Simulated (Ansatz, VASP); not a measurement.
**C in VASP and in Ansatz**

```xyz
2
Lattice="1.2280 0.7090 3.3470 -1.2280 0.7090 3.3470 0.0000 -1.4180 3.3470" Properties=species:S:1:pos:R:3 pbc="T T T"
C     0.0000    0.0000    8.3943
C     0.0000    0.0000    1.6467
```

Alike in both runs: task single point; functional PBEsol; k mesh 16 × 16 × 16; no spin polarisation.

|  | VASP | Ansatz |
| --- | --- | --- |
| version | VASP 6.6.1 | Ansatz 0.2.0 |
| potentials or method | VASP PAW PBE potentials, release 64 (C), cutoff 520 eV | plane waves, PAW |
| occupations | fermi-dirac, width 0.1 eV | fermi-dirac |
| valence electrons in the cell | 8 | 8 |

Ansatz gave:

```
pressure (GPa)                                                : 1.2
traceless stress, the component that is largest in VASP (GPa) : -0.23
```

Task: Which values does VASP return?

Result: Pressure (GPa): 1.9; traceless stress, the component that is largest in VASP (GPa): -0.97.

VASP's potentials were made for PBE, not for PBEsol.
